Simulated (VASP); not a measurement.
# CuO in VASP: a series of runs, part 3 of 3

VASP 6.6.1. The steps go on from the part before.

**6. Single point, PBE (volume scaled by 1.06, then relaxed in part)**

INCAR reads:

```
SYSTEM = CuO
PREC = Accurate
ENCUT = 520
EDIFF = 1E-7
ISMEAR = 0
SIGMA = 0.1
LREAL = .False.
LASPH = .True.
NELM = 100
ALGO = Normal
ISIF = 2
LWAVE = .False.
LCHARG = .False.
GGA = PE
NBANDS = 25
```

KPOINTS reads:

```
Automatic mesh
0
Gamma
  14 14 8
  0 0 0
```

POSCAR reads:

```
CuO
1.0
    2.1344511890     -2.1395973676      0.1673213515
    2.1344511890      2.1395973676      0.1673213515
   -0.4054918593      0.0000000000      5.1662910505
Cu O
2 2
Direct
    0.0000000000      0.5000000000      0.0000000000
    0.5000000000      0.0000000000      0.5000000000
    0.5000253449      0.4999746551      0.2500000000
    0.4999746551      0.5000253449      0.7500000000
```

Potentials or basis: VASP PAW PBE potentials, release 64 (Cu, O).

The run is started by

```
cat potpaw_PBE.64/Cu/POTCAR potpaw_PBE.64/O/POTCAR > POTCAR
mpirun -np 1 vasp_std > vasp.out
```

OUTCAR:

```text
SYSTEM = CuO
   PREC = Accurate
   ENCUT = 520
   EDIFF = 1E-7
   ISMEAR = 0
   LREAL = .False.
   LASPH = .True.
   NELM = 100
   ISIF = 2
   GGA = PE

 ion  position               nearest neighbor table
   1  0.000  0.500  0.000-   3 1.99   4 1.99   4 1.99   3 1.99
   2  0.500  0.000  0.500-   4 1.99   3 1.99   4 1.99   3 1.99
   3  0.500  0.500  0.250-   2 1.99   1 1.99   2 1.99   1 1.99
   4  0.500  0.500  0.750-   1 1.99   2 1.99   2 1.99   1 1.99

  LATTYP: Found a base centered monoclinic cell.
 ALAT       =     4.2819987449
 B/A-ratio  =     0.9993451633
 C/A-ratio  =     1.2102244885
 COS(beta)  =    -0.0000965999

  Lattice vectors:

 A1 = (   2.1344511890,  -2.1395973676,   0.1673213515)
 A2 = (   2.1344511890,   2.1395973676,   0.1673213515)
 A3 = (  -0.4054918593,   0.0000000000,   5.1662910505)

Analysis of symmetry for initial positions (statically):
=====================================================================
 Subroutine PRICEL returns:
 Original cell was already a primitive cell.

 Routine SETGRP: Setting up the symmetry group for a
 base centered monoclinic supercell.

 Subroutine GETGRP returns: Found  4 space group operations
 (whereof  2 operations were pure point group operations)
 out of a pool of  4 trial point group operations.

The static configuration has the point symmetry S_2 .
 The point group associated with its full space group is C_2h.

Analysis of symmetry for dynamics (positions and initial velocities):
=====================================================================
 Subroutine PRICEL returns:
 Original cell was already a primitive cell.

 Routine SETGRP: Setting up the symmetry group for a
 base centered monoclinic supercell.

 Subroutine GETGRP returns: Found  4 space group operations
 (whereof  2 operations were pure point group operations)
 out of a pool of  4 trial point group operations.

The dynamic configuration has the point symmetry S_2 .
 The point group associated with its full space group is C_2h.

 Subroutine INISYM returns: Found  4 space group operations
 (whereof  2 operations are pure point group operations),
 and found     1 'primitive' translations

----------------------------------------------------------------------------------------

                                     Primitive cell

  volume of cell :      47.4779

  direct lattice vectors                    reciprocal lattice vectors
     2.134451189 -2.139597368  0.167321351     0.232819774 -0.233688827  0.018273559
     2.134451189  2.139597368  0.167321351     0.232819774  0.233688827  0.018273559
    -0.405491859  0.000000000  5.166291050    -0.015080730  0.000000000  0.192378803

  length of vectors
     3.026839145  3.026839145  5.182179741     0.330377720  0.330377720  0.192968993

  position of ions in fractional coordinates (direct lattice)
     0.000000000  0.500000000  0.000000000
     0.500000000  0.000000000  0.500000000
     0.500025345  0.499974655  0.250000000
     0.499974655  0.500025345  0.750000000

  ion indices of the primitive-cell ions
   primitive index   ion index
                 1           1
                 2           2
                 3           3
                 4           4

----------------------------------------------------------------------------------------

 KPOINTS: Automatic mesh

Automatic generation of k-mesh.
 Grid dimensions read from file:
 generate k-points for:   14   14    8

 Generating k-lattice:

  Cartesian coordinates                     Fractional coordinates (reciprocal lattice)
     0.016629984 -0.016692059  0.001305254     0.071428571 -0.000000000  0.000000000
     0.016629984  0.016692059  0.001305254    -0.000000000  0.071428571  0.000000000
    -0.001885091  0.000000000  0.024047350     0.000000000  0.000000000  0.125000000

  Length of vectors
     0.023598409  0.023598409  0.024121124

  Shift w.r.t. Gamma in fractional coordinates (k-lattice)
     0.000000000  0.000000000  0.000000000

 Subroutine IBZKPT returns following result:
 ===========================================

 Found    429 irreducible k-points:

 Following reciprocal coordinates:
            Coordinates               Weight
  0.000000  0.000000  0.000000      1.000000
  0.071429  0.000000 -0.000000      4.000000
  0.142857  0.000000 -0.000000      4.000000
  0.214286 -0.000000 -0.000000      4.000000
  0.285714  0.000000  0.000000      4.000000
  0.357143  0.000000  0.000000      4.000000
[... 16 lines left out ...]
  0.214286  0.142857 -0.000000      4.000000
  0.285714  0.142857 -0.000000      4.000000
 [... further k-points ...]
   k-points           NKPTS =    429   k-points in BZ     NKDIM =    429   number of bands    NBANDS=     25
   number of dos      NEDOS =    301   number of ions     NIONS =      4
   total plane-waves  NPLWV =  23040
   dimension x,y,z NGX =    24 NGY =   24 NGZ =   40
   dimension x,y,z NGXF=    48 NGYF=   48 NGZF=   80
   ions per type =               2   2
   NGX,Y,Z   is equivalent  to a cutoff of  13.18, 13.18, 12.83 a.u.
   NGXF,Y,Z  is equivalent  to a cutoff of  26.36, 26.36, 25.66 a.u.
 SYSTEM =  CuO
   PREC   = accura    normal or accurate (medium, high low for compatibility)
   ISTART =      0    job   : 0-new  1-cont  2-samecut
   ICHARG =      2    charge: 1-file 2-atom 10-const
   ISPIN  =      1    spin polarized calculation?
   LNONCOLLINEAR =      F non collinear calculations
   LSORBIT =      F    spin-orbit coupling
   LASPH  =      T    aspherical Exc in radial PAW
   ENCUT  =  520.0 eV  38.22 Ry    6.18 a.u.   5.63  5.63  9.64*2*pi/ulx,y,z
   NELM   =    100;   NELMIN=  2; NELMDL= -5     # of ELM steps
   EDIFF  = 0.1E-06   stopping-criterion for ELM
   LREAL  =      F    real-space projection
   EDIFFG = 0.1E-05   stopping-criterion for IOM
   NSW    =      0    number of steps for IOM
   IBRION =     -1    ionic relax: 0-MD 1-quasi-New 2-CG
   NFREE  =      0    steps in history (QN), initial steepest desc. (CG)
   ISIF   =      2    stress and relaxation
   ISYM   =      2    0-nonsym 1-usesym 2-fastsym
   POTIM  = 0.5000    time-step for ionic-motion
   TEBEG  =    0.0;   TEEND  =   0.0 temperature during run
   PSTRESS=    0.0 pullay stress
   NELECT =      34.0000    total number of electrons
   NUPDOWN=      -1.0000    fix difference up-down
   EMIN   =  10.00;   EMAX   =-10.00  energy-range for DOS
   EFERMI =   0.00;   METHOD = LEGACY
   ISMEAR =     0;   SIGMA  =   0.10  broadening in eV -4-tet -1-fermi 0-gaus
   EFERMI_NEDOS =   21; number of points for ismear=-14 and -15
   IALGO  =     38    algorithm
   IMIX   =      4    mixing-type and parameters
     AMIX     =   0.40;   BMIX     =  1.00
     AMIX_MAG =   1.60;   BMIX_MAG =  1.00
  volume/ion in A,a.u.               =      11.87        80.10
  Fermi-wavevector in a.u.,A,eV,Ry     =   1.464662  2.767810 29.187696  2.145235
  Thomas-Fermi vector in A             =   2.580611
   LORBIT       =      0    0 simple, 1 ext, 2 COOP (PROOUT), +10 PAW based schemes
   GGA     = PE    functional components
   LHFCALC =     F    Hartree Fock is set to
   AEXX    =    0.0000 exact exchange contribution
   IVDW    =     0    specifies the selected vdW correction
   LEPSILON=     F    determine dielectric tensor
   LRPA    =     F    only Hartree local field effects (RPA)
 non-spin polarized calculation
 Gauss-broadening in eV      SIGMA  =   0.10
  energy-cutoff  :      520.00
  volume of cell :       47.48
 maximum number of plane-waves:      1296
   NGX = 11   NGY = 11   NGZ = 19

 number of electron      33.9999987 magnetization

 Free energy of the ion-electron system (eV)
  ---------------------------------------------------
  ext. energy  EPLUGINS =         0.00000000
  ---------------------------------------------------
  free energy    TOTEN  =       -19.68613977 eV

  energy without entropy =      -19.67358983  energy(sigma->0) =      -19.67986480

 E-fermi :   4.0835     XC(G=0): -10.9318

 val. band max:        4.0827465799   @ k =  -0.1429   0.0000   0.2500
 cond. band min:       4.0854658001   @ k =   0.5000   0.2857   0.3750
 fundamental gap:      0.0027192202
 Fermi energy:         4.0834990780

 k-point     1 :       0.0000    0.0000    0.0000
  band No.  band energies     occupation
      1     -15.1882      2.00000
      2     -13.9741      2.00000
      3      -3.3956      2.00000
      4      -0.9608      2.00000
      5      -0.9595      2.00000
      6       0.6881      2.00000
[... 17 lines left out ...]
     24      18.0364      0.00000
     25      18.3964      0.00000
[... 621 lines left out ...]
      3      -2.6622      2.00000
      4      -1.4697      2.00000
      5      -1.0063      2.00000
      6      -0.8227      2.00000
[... 17 lines left out ...]
     24      16.3975      0.00000
     25      18.2776      0.00000

 [... further k-points ...]
[... 5 lines left out ...]
  --------------------------------------------------------------------------------------
  -------------------------------------------------------------------------------------
  Total       -1.9497947     -1.9456406     -1.8760459      0.0000000      0.0000000     -0.0054479
  in kB      -65.7973519    -65.6571662    -63.3086409      0.0000000      0.0000000     -0.1838441
  external PRESSURE =     -64.9210530 kB  Pullay stress =       0.0000000 kB

 VOLUME and BASIS-vectors are now :
 -----------------------------------------------------------------------------
  energy-cutoff  :      520.00
  volume of cell :       47.48
      direct lattice vectors                 reciprocal lattice vectors
     2.134451189 -2.139597368  0.167321351     0.232819774 -0.233688827  0.018273559
     2.134451189  2.139597368  0.167321351     0.232819774  0.233688827  0.018273559
    -0.405491859  0.000000000  5.166291050    -0.015080730  0.000000000  0.192378803

 POSITION                                       TOTAL-FORCE (eV/Angst)
 -----------------------------------------------------------------------------------
      1.06723      1.06980      0.08366         0.000000      0.000000      0.000000
      0.86448     -1.06980      2.66681         0.000000      0.000000      0.000000
      2.03308     -0.00011      1.45889        -0.000000      0.000093     -0.000000
      1.83033      0.00011      4.04204         0.000000     -0.000093      0.000000
 -----------------------------------------------------------------------------------
    total drift:                                0.000000      0.000000     -0.000000

  FREE ENERGIE OF THE ION-ELECTRON SYSTEM (eV)
  ---------------------------------------------------
  free  energy   TOTEN  =       -19.6861397655 eV

  energy  without entropy=      -19.6735898275  energy(sigma->0) =      -19.67986480
```

stdout:

```text
POSCAR found type information on POSCAR CuO
 POSCAR found :  2 types and       4 ions
 scaLAPACK will be used
 LDA part: xc-table for (Slater+PW92), standard interpolation
 POSCAR, INCAR and KPOINTS ok, starting setup
 FFT: planning ... GRIDC
 FFT: planning ... GRID_SOFT
 FFT: planning ... GRID
 WAVECAR not read
 entering main loop
```

It took 10 min on 1 thread of AMD EPYC 7R43 (Zen 3), shared host; peak memory 0.45 GiB.

Results:

- Free energy: -19.6861 eV
- Pressure: -6.5 GPa
- Band gap on the k mesh: zero (band 17 reaches 4.72 eV, above the bottom of band 18 at 3.53 eV)

Levels at points of the mesh, in eV from the Fermi level:
| k point | band 15 | band 16 | band 17 | band 18 | band 19 | band 20 |
| --- | --- | --- | --- | --- | --- | --- |
| (0.00, 0.00, 0.00) | -2.07 | -1.72 | 0.64 | 0.64 | 1.24 | 5.99 |
| (0.50, 0.00, 0.00) | -1.48 | -1.40 | 0.19 | 0.46 | 3.95 | 5.59 |
| (0.50, 0.50, 0.00) | -1.59 | -1.16 | -1.16 | 1.02 | 2.29 | 7.24 |
| (0.00, 0.00, 0.50) | -1.47 | -1.47 | 0.12 | 0.12 | 3.28 | 3.28 |
| (0.50, 0.00, 0.50) | -1.90 | -1.73 | -0.24 | 0.64 | 4.40 | 5.65 |
| (0.50, 0.50, 0.50) | -1.37 | -1.37 | -0.56 | -0.56 | 4.09 | 4.09 |

Caveat: semilocal functionals often make such compounds metallic where correlation or magnetic order opens a gap, which also shifts bond lengths.

**7. Summary**

| cell | gap on the mesh (eV) | pressure (GPa) |
| --- | --- | --- |
| a = 2.864, b = 2.864, c = 5.133 Å, angles 90.0, 90.0, 89.9°, 4 atoms | none | 10.4 |
| a = 2.908, b = 2.908, c = 5.139 Å, angles 90.0, 90.0, 89.9°, 4 atoms | none | 5.2 |
| a = 2.949, b = 2.949, c = 5.151 Å, angles 90.0, 90.0, 89.9°, 4 atoms | none | 0.7 |
| a = 2.988, b = 2.988, c = 5.166 Å, angles 90.0, 90.0, 89.9°, 4 atoms | none | -3.2 |
| a = 3.027, b = 3.027, c = 5.182 Å, 4 atoms | none | -6.5 |

Alike in all rows: task single point; level PBE; potentials or basis VASP PAW PBE potentials, release 64 (Cu, O); no spin polarisation; k mesh 14 × 14 × 8; cutoff (eV) 520; smearing gaussian 0.1 eV.

Caveats: semilocal functionals often make such compounds metallic where correlation or magnetic order opens a gap, which also shifts bond lengths.

Total energies depend on the potentials used, so only differences within one code and one set of settings carry meaning.
